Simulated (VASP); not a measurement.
Input of a VASP 6.6.1 run:

File INCAR:

```
SYSTEM = W
ALGO = Normal
EDIFF = 1E-6
ENCUT = 520
GGA = PS
ISIF = 2
ISMEAR = -1
LASPH = .True.
LCHARG = .False.
LREAL = .False.
LWAVE = .False.
NBANDS = 21
NELM = 80
PREC = Accurate
SIGMA = 0.1
```

The input KPOINTS:

```
k-points
0
Gamma
  14 14 14
  0 0 0
```

Contents of POSCAR:

```
W
1.0
    0.0000000000      2.4282067449      2.4282067449
    2.4282067449      0.0000000000      2.4282067449
    2.4282067449      2.4282067449      0.0000000000
W
2
Direct
   -0.1250000000     -0.1250000000     -0.1250000000
    0.1250000000      0.1250000000      0.1250000000
```

Potentials or basis: VASP PAW PBE potentials, release 64 (W_sv).

Run with:

```bash
$ cat potpaw_PBE.64/W_sv/POTCAR > POTCAR
$ mpirun -np 1 vasp_std > vasp.out
```

What does it give for the pressure?

194.2 GPa.

Predict the band gap on the k mesh.

zero (band 14 reaches 12.56 eV, above the bottom of band 15 at 11.38 eV).

Caveat: the PAW data sets were made with another functional, which shifts forces and pressure a little; spin-orbit coupling is left out, which moves the levels of the heavy elements.
